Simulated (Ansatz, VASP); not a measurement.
# Ir in VASP and in Ansatz

```
Ir
1.0
     2.67162    0.00000    0.00000
     0.00000    2.67162    0.00000
     0.00000    0.00000    2.67162
Ir
1
Cartesian
  0.0000 0.0000 0.0000
```

Alike in both runs: task single point; functional PBE; k mesh 20 × 20 × 20; occupations fermi-dirac, width 0.1 eV; no spin polarisation.

```csv
,VASP,Ansatz
version,VASP 6.6.1,Ansatz 0.2.0
potentials or method,"VASP PAW PBE potentials, release 64 (Ir), cutoff 520 eV","plane waves (420 eV) with PAW, scalar-relativistic"
valence electrons in the cell,9,17
```

VASP gave:

* pressure (GPa): -20.9

Q: What did Ansatz give for the same quantities?

A: Pressure (GPa): -21.0.

VASP's potentials hold 9 valence electrons a cell and Ansatz's 17, so a difference there can come from the potentials and not from the codes.

Spin-orbit coupling is off throughout.
